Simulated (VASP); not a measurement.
The system is Na2S.

```
S Na
1.0
     0.00000    3.22120    3.22120
     3.22120    0.00000    3.22120
     3.22120    3.22120    0.00000
S Na
1 2
Direct
  0.00000 0.00000 0.00000
  0.25000 0.25000 0.25000
  0.75000 0.75000 0.75000
```

Base run:

| Property | Result |
| --- | --- |
| Program | VASP 6.6.1 |
| Functional | PBE |
| Dispersion | D3(BJ) |
| Potentials or basis | VASP PAW PBE potentials, release 64 (S, Na_pv) |
| Cutoff | 500 eV |
| k mesh | 6 × 6 × 6 |
| Occupations | gaussian, width 0.02 eV |
| Spin | no spin polarisation |

Its results: band gap on the k mesh 2.64 eV; pressure 0.0 GPa.

Q: The run is repeated on the same cell with these changes: k mesh from 6 × 6 × 6, through Γ to 6 × 6 × 6, shifted; further incar settings from ALGO = Normal; EDIFF = 1e-06; NBANDS = 17 to ALGO = Normal; EDIFF = 1e-06; NBANDS = 17; ISYM = 0. What comes out?

A: Band gap on the k mesh 2.89 eV; pressure 0.0 GPa.

Caveats: a shifted mesh leaves out Γ, where band edges can lie (at least some runs).

A k mesh can miss the band edges.
